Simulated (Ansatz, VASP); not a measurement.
**One calculation of Hf, two programs**

Contents of INCAR:

```
SYSTEM = Hf
  ALGO = Normal
  EDIFF = 1E-7
  ENCUT = 520
  ISIF = 2
  ISMEAR = -1
  LASPH = .True.
  LCHARG = .False.
  LREAL = .False.
  LWAVE = .False.
  NBANDS = 11
  NELM = 60
  PREC = Accurate
  SIGMA = 0.08
```

File KPOINTS:

```
k-points
0
Gamma
  17 17 17
  0 0 0
```

File POSCAR:

```
Hf
1.0
   -1.3667542034      1.3667542034      1.3667542034
    1.3667542034     -1.3667542034      1.3667542034
    1.3667542034      1.3667542034     -1.3667542034
Hf
1
Direct
    0.0000000000      0.0000000000      0.0000000000
```

Input for Ansatz:

```yaml
crystal:
  lattice:
    - [-1.3667542034, 1.3667542034, 1.3667542034]
    - [1.3667542034, -1.3667542034, 1.3667542034]
    - [1.3667542034, 1.3667542034, -1.3667542034]
  atoms:
    - { symbol: Hf, position: [0.0, 0.0, 0.0] }
kpoints:
  mp_grid: { grid: [17, 17, 17] }
  band_path:
    path:
      - [0.0, 0.0, 0.0]
      - [0.5, -0.5, 0.5]
      - [0.0, 0.0, 0.5]
      - [0.0, 0.0, 0.0]
      - [0.25, 0.25, 0.25]
      - [0.5, -0.5, 0.5]
      - [0.25, 0.25, 0.25]
      - [0.0, 0.0, 0.5]
    npoints: 8
scf:
  occupations: { method: fermi_dirac, width: 0.08 }
hamiltonian:
  xc: lda
  pseudopotentials: { kind: all_electron, lapw: { basis_error: 0.001 } }
output:
  forces: true
  stress: true
  eigenvalues: true
  populations: true
  dos: { projected: true, de: 0.2, e_range: [-14, 8] }
```

Change from the starting cell: volume scaled by 0.5, LAPW.

Alike in both runs: task single point; functional LDA; k mesh 17 × 17 × 17; occupations fermi-dirac, width 0.08 eV; no spin polarisation.

|  | VASP | Ansatz |
| --- | --- | --- |
| version | VASP 6.6.1 | Ansatz 0.2.0 |
| potentials or method | VASP PAW LDA potentials, release 64 (Hf_pv), cutoff 520 eV | all-electron LAPW, scalar-relativistic |

```csv
,VASP,Ansatz,Ansatz less VASP
pressure (GPa),277.1,281.1,+4.00
```

LDA's correlation is that of Perdew and Zunger in VASP and of Perdew and Wang (1992) in Ansatz. Both programs put the cell under a high pressure, so it lies far from rest at this level. Ansatz ran all-electron here, and VASP with PAW potentials.

Spin-orbit coupling is off throughout. Noted on VASP's run: the cell as given lies far from equilibrium.
